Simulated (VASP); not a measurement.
Input of a VASP 6.6.1 run:

The input INCAR:

```
SYSTEM = Mg2Ti3O3
ALGO = Normal ; EDIFF = 1E-6
ENCUT = 520 ; GGA = PE
ISIF = 2 ; ISMEAR = 0
ISPIN = 2 ; LASPH = .TRUE.
LCHARG = .TRUE. ; LELF = .TRUE.
LMAXMIX = 4 ; LORBIT = 11
LREAL = .FALSE. ; LVHAR = .TRUE.
LWAVE = .FALSE. ; MAGMOM = 0 0 1 1 1 0 0 0
NBANDS = 43 ; NELM = 150
PREC = Accurate ; SIGMA = 0.2
```

File KPOINTS:

```
k-points
0
G
  4 4 4
  0 0 0
```

POSCAR

```
Mg2Ti3O3
1.0
    6.2267412269      0.0000000000      0.0000000000
   -3.1133706135      5.3925160853      0.0000000000
    0.0000000000      0.0000000000      5.4524984051
Mg Ti O
2 3 3
Direct
    0.3333333333      0.6666666667      0.5000000000
    0.6666666667      0.3333333333      0.5000000000
    0.3333333333      0.6666666667      0.0000000000
    0.6666666667      0.3333333333      0.0000000000
    0.0000000000      0.0000000000      0.0000000000
    0.5000000000      0.0000000000      0.5000000000
    0.0000000000      0.5000000000      0.5000000000
    0.5000000000      0.5000000000      0.5000000000
```

Potentials or basis: VASP PAW PBE potentials, release 64 (Mg, Ti_sv, O).

Run with:

```bash
$ cat potpaw_PBE.64/Mg/POTCAR potpaw_PBE.64/Ti_sv/POTCAR potpaw_PBE.64/O/POTCAR > POTCAR
$ mpirun -np 1 vasp_std > vasp.out
```

(1) Predict the pressure.

(2) Predict the net moment.

(3) Estimate the site moments.

## Answers

(1) -0.6 GPa.

(2) 4.24 μB per cell.

(3) Mg +0.02; Ti +1.63, -0.13 (each value once); O -0.04 μB.
